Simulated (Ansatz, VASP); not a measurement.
## Two plane-wave programs on SiCl

```
CELL_PARAMETERS angstrom
3.06094 0.00000 0.00000
0.00000 3.06094 0.00000
0.00000 0.00000 4.16180
ATOMIC_POSITIONS crystal
Si 0.50000 0.50000 0.50000
Cl 0.00000 0.00000 0.00000
```

Change from the starting cell: species swapped into the CdPd type (P4/mmm, No. 123).

Alike in both runs: functional PBE; k mesh 18 × 18 × 14; occupations gaussian, width 0.1 eV; no spin polarisation.

Ansatz relaxed the structure, and its values are those at the end. VASP's run is a single point on that final structure, the one shown.

|  | VASP | Ansatz |
| --- | --- | --- |
| version | VASP 6.6.1 | Ansatz 0.2.0 |
| potentials or method | VASP PAW PBE potentials, release 64 (Si, Cl), cutoff 520 eV | scalar-relativistic, plane waves, PAW |
| valence electrons in the cell | 11 | 11 |

```csv
,VASP,Ansatz,Ansatz less VASP
gap on the k mesh at the Fermi level (eV),none,none,-
pressure (GPa),0.0,0.0,+0.04
```

A gap of «none» marks a metal or a gap that the smearing closes.
